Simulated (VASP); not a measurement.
O: relaxation of cell and atoms with PBE

The system is O.

```
O
1.0
    -1.26716    1.26716    1.26716
     1.26716   -1.26716    1.26716
     1.26716    1.26716   -1.26716
O
1
Direct
  0.00000 0.00000 0.00000
```

- Program: VASP 6.6.1
- Task: relaxation of cell and atoms
- Functional: PBE
- Potentials or basis: VASP PAW PBE potentials, release 64 (O)
- Cutoff: 600 eV
- k mesh: 18 × 18 × 18
- Occupations: fermi-dirac, width 0.1 eV
- Spin: no spin polarisation
- Target pressure: 5 GPa
- Dipole correction: no
- Further INCAR settings: ALGO = Normal; EDIFF = 1e-06; IBRION = 2; EDIFFG = -0.03; NSW = 100; ISIF = 3

```json
{"Relaxed volume": "7.53 Å³/atom", "Relaxed cell": "a = 2.138 Å, b = 2.138 Å, c = 2.138 Å, α = 109.47°, β = 109.47°, γ = 109.47°", "Space group after relaxing (to 0.1 Å)": "Im-3m (No. 229)", "Energy change on relaxing (the run minimises the enthalpy)": "-4.1 meV/atom", "Ionic steps": "3", "Pressure after relaxing": "5.0 GPa", "Band gap on the k mesh": "zero (bands 3 and 4 overlap by 5.08 eV)"}
```

Step by step:
| step | energy change (eV) | largest force (eV/Å) | pressure (GPa) | volume (Å³) |
| --- | --- | --- | --- | --- |
| 1 | 0.0000 | 0.0000 | -6.25 | 8.14 |
| 2 | -0.0025 | 0.0000 | 6.04 | 7.48 |
| 3 | -0.0041 | 0.0000 | 5.02 | 7.53 |

Final structure:
```
O
1.0
    -1.23460    1.23460    1.23460
     1.23460   -1.23460    1.23460
     1.23460    1.23460   -1.23460
O
1
Direct
  0.00000 0.00000 0.00000
```

Levels at points of the mesh, in eV from the Fermi level:
```
           k point  band 1  band 2  band 3  band 4  band 5  band 6  band 7
(0.00, 0.00, 0.00)  -21.82    1.92    1.92    1.92   19.29   36.69   36.69
(0.50, 0.00, 0.00)  -16.85   -7.10   -0.22    1.53   20.18   26.90   27.32
(0.50, 0.50, 0.50)  -14.01   -3.16   -3.16   -3.16   17.44   17.44   36.97
```

It took 20 s on 1 thread of Intel Xeon 8259CL, with other jobs on the host, peak memory 0.12 GiB.

Caveat: the cell is relaxed towards a set pressure, so the run minimises the enthalpy, not the energy.
